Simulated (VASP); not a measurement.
# ZnBrF (P4/nmm) in VASP: notebook, part 2 of 2

VASP 6.6.1. The steps go on from the part before.

## (5) Relaxation of cell and atoms, PBE

This run uses another cell than the first one, of 10.32 Å³/atom.

Contents of INCAR:

```
SYSTEM = ZnBrF
PREC = Accurate
ENCUT = 600
EDIFF = 1E-6
ISMEAR = 0
SIGMA = 0.1
LREAL = .False.
LASPH = .True.
NELM = 80
ALGO = Normal
ISIF = 3
LWAVE = .False.
LCHARG = .False.
GGA = PE
IBRION = 2
NSW = 90
EDIFFG = -0.04
```

Contents of KPOINTS:

```
regular mesh
0
Gamma
  6 6 4
  0 0 0
```

Contents of POSCAR:

```
ZnBrF
1.0
    3.5245721000      0.0000000000      0.0000000000
    0.0000000000      3.5245721000      0.0000000000
    0.0000000000      0.0000000000      4.9844976700
Zn Br F
2 2 2
Direct
    0.5000000000      0.0000000000      0.7500000000
    0.0000000000      0.5000000000      0.2500000000
    0.5000000000      0.5000000000      0.5000000000
    0.0000000000      0.0000000000      0.5000000000
    0.0000000000      0.0000000000      0.0000000000
    0.5000000000      0.5000000000      0.0000000000
```

Started as:

```
cat potpaw_PBE.64/Zn/POTCAR potpaw_PBE.64/Br/POTCAR potpaw_PBE.64/F/POTCAR > POTCAR
mpirun -np 1 vasp_std > vasp.out
```

It took 5.4 min on 1 thread of Intel Xeon 6975P-C (Granite Rapids), shared host; peak memory 0.22 GiB.

It converged, with:

```
Free energy                           : -14.4522 eV
Relaxed volume                        : 17.70 Å³/atom
Relaxed cell                          : a = 4.292 Å, b = 4.292 Å, c = 5.765 Å, α = 90.00°, β = 90.00°, γ = 90.00°
Space group after relaxing (to 0.1 Å) : P4/nmm (No. 129)
Energy gained by relaxing             : 2309.3 meV/atom
Ionic steps                           : 16
Pressure after relaxing               : -0.1 GPa
Largest force after relaxing          : 0.021 eV/Å
Band gap on the k mesh                : zero (bands 26 and 27 overlap by 0.83 eV)
```

Forces in eV/Å, atoms in the order of the input:
```
Zn   0.000  0.000  0.021
Zn   0.000  0.000 -0.021
Br   0.000  0.000  0.000
Br   0.000  0.000  0.000
F    0.000  0.000  0.000
F    0.000  0.000  0.000
```

Step by step:
```tsv
step	energy change (eV)	largest force (eV/Å)	pressure (GPa)	volume (Å³)
1	0.0000	8.1676	139.86	61.92
2	-5.9102	0.3198	-25.46	182.20
3	-13.8064	0.0234	-3.29	110.56
4	-13.8400	0.0868	-1.68	108.41
5	-13.8501	0.1505	-0.14	106.48
6	-13.8470	0.1873	0.79	105.43
7	-13.8480	0.1742	0.82	105.32
8	-13.8499	0.1253	0.99	104.99
9	-13.8514	0.1164	0.86	105.20
10	-13.8542	0.0919	0.31	105.84
11	-13.8530	0.0453	-0.79	107.11
12	-13.8548	0.0747	-0.06	106.29
13	-13.8548	0.0733	-0.09	106.32
14	-13.8550	0.0690	-0.11	106.31
15	-13.8554	0.0538	-0.08	106.28
16	-13.8559	0.0210	-0.06	106.21
```

Final structure:
```yaml
crystal:
  lattice:
    - [4.29216, 0.00000, 0.00000]
    - [0.00000, 4.29216, 0.00000]
    - [0.00000, 0.00000, 5.76492]
  atoms:
    - { symbol: Zn, position: [0.50000, 0.00000, 0.80188] }
    - { symbol: Zn, position: [0.00000, 0.50000, 0.19812] }
    - { symbol: Br, position: [0.50000, 0.50000, 0.50000] }
    - { symbol: Br, position: [0.00000, 0.00000, 0.50000] }
    - { symbol: F, position: [0.00000, 0.00000, 0.00000] }
    - { symbol: F, position: [0.50000, 0.50000, 0.00000] }
```

Levels at points of the mesh, in eV from the Fermi level:
```csv
k point,band 23,band 24,band 25,band 26,band 27,band 28,band 29,band 30
"(0.00, 0.00, 0.00)",-2.98,-1.34,-1.26,-0.65,-0.65,1.20,4.80,4.99
"(0.50, 0.00, 0.00)",-3.00,-3.00,-2.23,-2.23,1.57,1.57,5.20,5.20
"(0.50, 0.50, 0.00)",-2.01,-2.01,0.17,0.17,1.13,1.13,4.69,4.69
"(0.00, 0.00, 0.50)",-4.09,-2.02,-0.68,-0.68,0.82,0.84,2.68,5.20
"(0.50, 0.00, 0.50)",-3.21,-3.21,-3.13,-3.13,1.89,1.89,5.97,5.97
"(0.50, 0.50, 0.50)",-3.46,-3.46,0.16,0.16,1.32,1.32,6.78,6.78
```

Caveat: the volume moved by over 15 % at a fixed basis, so the end points are rough.

## (6) Single point, PBE, collinear spin

This run uses another cell than the first one, of 10.32 Å³/atom.

Contents of INCAR:

```
  PREC = Accurate
  ENCUT = 520
  EDIFF = 1E-6
  ISMEAR = 0
  SIGMA = 0.1
  LREAL = F
  LASPH = T
  NELM = 150
  ALGO = Normal
  ISIF = 2
  LWAVE = F
  LCHARG = F
  ISPIN = 2
  MAGMOM = 0 0 0 0 1 1
  LORBIT = 11
  GGA = PE
  NBANDS = 39
```

Contents of KPOINTS:

```
Automatic mesh
0
Gamma
  6 6 4
```

POSCAR is that of step 5.

Potentials or basis: VASP PAW PBE potentials, release 64 (Zn, Br, F).

Started as:

```
cat potpaw_PBE.64/Zn/POTCAR potpaw_PBE.64/Br/POTCAR potpaw_PBE.64/F/POTCAR > POTCAR
mpirun -np 1 vasp_std > vasp.out
```

Run time: 76 s. Hardware: 1 thread of Intel Xeon 6975P-C (Granite Rapids), shared host; peak memory 0.26 GiB.

Results (log left out):

```yaml
Free_energy: -0.5910 eV
Pressure: 139.9 GPa
Largest_force: 8.168 eV/Å
Band_gap_on_the_k_mesh: zero (filled and empty bands overlap)
Net_moment: 0.00 μB per cell
Valence_electrons_inside_the_program's_atomic_spheres: Zn 11.30; Br 5.50; F 6.14
```

Forces on the atoms (eV/Å):
```
Zn   0.000  0.000  8.168
Zn   0.000  0.000 -8.168
Br   0.000  0.000  0.000
Br   0.000  0.000  0.000
F    0.000  0.000  0.000
F    0.000  0.000  0.000
```

Stress tensor (GPa, compression positive):
```
155.33   0.00   0.00
  0.00 155.33   0.00
  0.00   0.00 109.18
```

Levels at points of the mesh, in eV from the Fermi level:
Spin up:
```csv
k point,band 23,band 24,band 25,band 26,band 27,band 28,band 29,band 30
"(0.00, 0.00, 0.00)",-5.89,-1.95,-1.48,-1.06,-1.06,-0.30,2.56,2.56
"(0.50, 0.00, 0.00)",-5.25,-5.25,-4.28,-4.28,3.07,3.07,5.36,5.36
"(0.50, 0.50, 0.00)",-3.66,-3.66,-0.41,-0.41,1.32,1.32,6.30,6.30
"(0.00, 0.00, 0.50)",-6.03,-2.88,-1.53,-1.10,-1.10,2.65,3.01,3.79
"(0.50, 0.00, 0.50)",-5.47,-5.47,-5.29,-5.29,3.69,3.69,6.31,6.31
"(0.50, 0.50, 0.50)",-5.94,-5.94,0.65,0.65,1.32,1.32,6.41,6.41
```
Spin down:
```
           k point  band 24  band 25  band 26  band 27  band 28  band 29
(0.00, 0.00, 0.00)    -1.95    -1.48    -1.06    -1.06    -0.30     2.56
(0.50, 0.00, 0.00)    -5.25    -4.28    -4.28     3.07     3.07     5.36
(0.50, 0.50, 0.00)    -3.66    -0.41    -0.41     1.32     1.32     6.30
(0.00, 0.00, 0.50)    -2.88    -1.53    -1.10    -1.10     2.65     3.01
(0.50, 0.00, 0.50)    -5.47    -5.29    -5.29     3.69     3.69     6.31
(0.50, 0.50, 0.50)    -5.94     0.65     0.65     1.32     1.32     6.41
```

Caveat: the cell stands under pressure; forces of over 1 eV/Å act on the atoms, so gaps and moduli don't describe the material at rest.

## (7) Single point, PBE, collinear spin

This run uses another cell than the first one, of 18.28 Å³/atom.

Contents of INCAR:

```
PREC = Accurate
ENCUT = 520
EDIFF = 1E-6
ISMEAR = 0
SIGMA = 0.1
LREAL = F
LASPH = T
NELM = 150
ALGO = Normal
ISIF = 2
LWAVE = F
LCHARG = F
ISPIN = 2
MAGMOM = 0 0 0 0 1 1
LORBIT = 11
GGA = PE
NBANDS = 39
```

Contents of KPOINTS:

```
regular mesh
0
Gamma
  4 4 4
```

Contents of POSCAR:

```
ZnBrF
1.0
    4.3485479197      0.0000000000      0.0000000000
    0.0000000000      4.3485479197      0.0000000000
    0.0000000000      0.0000000000      5.7991910001
Zn Br F
2 2 2
Direct
    0.5000000000      0.0000000000      0.8007597767
    0.0000000000      0.5000000000      0.1992402233
    0.5000000000      0.5000000000      0.5000000000
    0.0000000000      0.0000000000      0.5000000000
    0.0000000000      0.0000000000      0.0000000000
    0.5000000000      0.5000000000      0.0000000000
```

Started as:

```
cat potpaw_PBE.64/Zn/POTCAR potpaw_PBE.64/Br/POTCAR potpaw_PBE.64/F/POTCAR > POTCAR
mpirun -np 1 vasp_std > vasp.out
```

Wall time 61 s (1 thread of Intel Xeon 6975P-C (Granite Rapids), shared host); peak memory 0.31 GiB.

Results (log left out):

```
Free energy                                           : -14.6991 eV
Pressure                                              : 0.3 GPa
Largest force                                         : 0.055 eV/Å
Band gap on the k mesh                                : zero (filled and empty bands overlap)
Net moment                                            : 0.00 μB per cell
Valence electrons inside the program's atomic spheres : Zn 10.37; Br 4.89; F 6.02
```

Forces on the atoms (eV/Å):
```
Zn   0.000  0.000 -0.055
Zn   0.000  0.000  0.055
Br   0.000  0.000  0.000
Br   0.000  0.000  0.000
F    0.000  0.000  0.000
F    0.000  0.000  0.000
```

Stress tensor (GPa, compression positive):
```
0.39 0.00 0.00
0.00 0.39 0.00
0.00 0.00 0.20
```

Levels at points of the mesh, in eV from the Fermi level:
Spin up:
```tsv
k point	band 22	band 23	band 24	band 25	band 26	band 27	band 28	band 29	band 30	band 31
(0.00, 0.00, 0.00)	-4.04	-2.90	-1.36	-1.36	-0.77	-0.77	1.09	4.74	4.90	4.95
(0.50, 0.00, 0.00)	-3.67	-2.98	-2.98	-2.19	-2.19	1.41	1.41	5.10	5.10	6.50
(0.50, 0.50, 0.00)	-3.89	-1.98	-1.98	0.01	0.01	1.05	1.05	4.56	4.56	5.33
(0.00, 0.00, 0.50)	-4.02	-4.02	-2.05	-0.79	-0.79	0.65	0.70	2.69	5.06	5.29
(0.50, 0.00, 0.50)	-4.06	-3.18	-3.18	-3.11	-3.11	1.71	1.71	5.83	5.83	6.54
(0.50, 0.50, 0.50)	-3.89	-3.42	-3.42	0.00	0.00	1.21	1.21	6.58	6.58	6.76
```
Spin down:
```csv
k point,band 24,band 25,band 26,band 27,band 28,band 29
"(0.00, 0.00, 0.00)",-1.36,-1.36,-0.77,-0.77,1.09,4.74
"(0.50, 0.00, 0.00)",-2.98,-2.19,-2.19,1.41,1.41,5.10
"(0.50, 0.50, 0.00)",-1.98,0.01,0.01,1.05,1.05,4.56
"(0.00, 0.00, 0.50)",-2.05,-0.79,-0.79,0.65,0.70,2.69
"(0.50, 0.00, 0.50)",-3.18,-3.11,-3.11,1.71,1.71,5.83
"(0.50, 0.50, 0.50)",-3.42,0.00,0.00,1.21,1.21,6.58
```

Caveat: the k points lie up to 0.36 Å⁻¹ apart, too coarse for converged energies and pressures of a metal.

## (8) Summary

```tsv
task	spin	cell	k mesh	cutoff (eV)	gap on the mesh (eV)	pressure (GPa)	moment (μB)	largest force (eV/Å)
single point	off	a = 4.366, b = 4.366, c = 5.791 Å, 6 atoms, atomic positions A	10 × 10 × 8	520	none	0.0	-	-
single point	off	a = 3.525, b = 3.525, c = 4.984 Å, 6 atoms, atomic positions B	6 × 6 × 4	520	none	139.9	-	8.17
single point	off	a = 4.349, b = 4.349, c = 5.799 Å, 6 atoms, atomic positions C	6 × 6 × 4	520	none	0.3	-	-
relaxation of cell and atoms	off	relaxed from a = 3.525, b = 3.525, c = 4.984 Å, 6 atoms, atomic positions B	6 × 6 × 4	600	none	-0.1	-	0.02
single point	collinear	a = 3.525, b = 3.525, c = 4.984 Å, 6 atoms, atomic positions B	6 × 6 × 4	520	none	139.9	0.00	8.17
single point	collinear	a = 4.349, b = 4.349, c = 5.799 Å, 6 atoms, atomic positions C	4 × 4 × 4	520	none	0.3	0.00	0.06
```

Alike in all rows: level PBE; potentials or basis VASP PAW PBE potentials, release 64 (Zn, Br, F); smearing gaussian 0.1 eV.

Caveats: some runs use coarse meshes; the cell stands under pressure (at least some runs); forces of over 1 eV/Å act on the atoms, so gaps and moduli don't describe the material at rest (at least some runs); the volume moved by over 15 % at a fixed basis, so the end points are rough (at least some runs).

Absolute energies hang on the potentials; compare differences alone.
